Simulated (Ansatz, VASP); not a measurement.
# One calculation of Zn, two programs

INCAR

```
SYSTEM = Zn
ALGO = Fast
EDIFF = 1E-6
ENCUT = 520
GGA = PS
ISIF = 2
ISMEAR = 0
LASPH = .True.
LCHARG = .False.
LREAL = .False.
LWAVE = .False.
NBANDS = 12
NELM = 80
PREC = Accurate
SIGMA = 0.15
```

Contents of KPOINTS:

```
k-points
0
Gamma
  22 22 22
  0 0 0
```

Contents of POSCAR:

```
Zn
1.0
   -1.6161081100      1.6161081100      1.5690370000
    1.6161081100     -1.6161081100      1.5690370000
    1.6161081100      1.6161081100     -1.5690370000
Zn
1
Direct
    0.0000000000      0.0000000000      0.0000000000
```

Input for Ansatz:

```yaml
crystal:
  lattice:
    - [-1.61610811, 1.61610811, 1.569037]
    - [1.61610811, -1.61610811, 1.569037]
    - [1.61610811, 1.61610811, -1.569037]
  atoms:
    - { symbol: Zn, position: [0.0, 0.0, 0.0] }
basis:
  ecutwfc: 420
kpoints:
  mp_grid: { grid: [22, 22, 22] }
hamiltonian:
  xc: pbesol
scf:
  occupations: { method: gaussian, width: 0.15 }
output:
  forces: true
  stress: true
  eigenvalues: true
```

Change from the starting cell: strain +0.030 along x and y, +0.000 along z, atoms carried along.

Alike in both runs: task single point; functional PBEsol; k mesh 22 × 22 × 22; occupations gaussian, width 0.15 eV; no spin polarisation.

|  | VASP | Ansatz |
| --- | --- | --- |
| version | VASP 6.6.1 | Ansatz 0.2.0 |
| potentials or method | VASP PAW PBE potentials, release 64 (Zn), cutoff 520 eV | scalar-relativistic, plane waves, PAW |
| valence electrons in the cell | 12 | 12 |

```csv
,VASP,Ansatz,Ansatz less VASP
gap on the k mesh at the Fermi level (eV),none,none,-
pressure (GPa),-7.5,-7.8,-0.27
"traceless stress, the component that is largest in VASP (GPa)",-0.91,-0.91,-0.003
```

VASP's potentials were made for PBE, not for PBEsol. A gap of «none» marks a metal or a gap that the smearing closes. With one functional, cell and mesh, what is left measures potentials, basis and numerics.
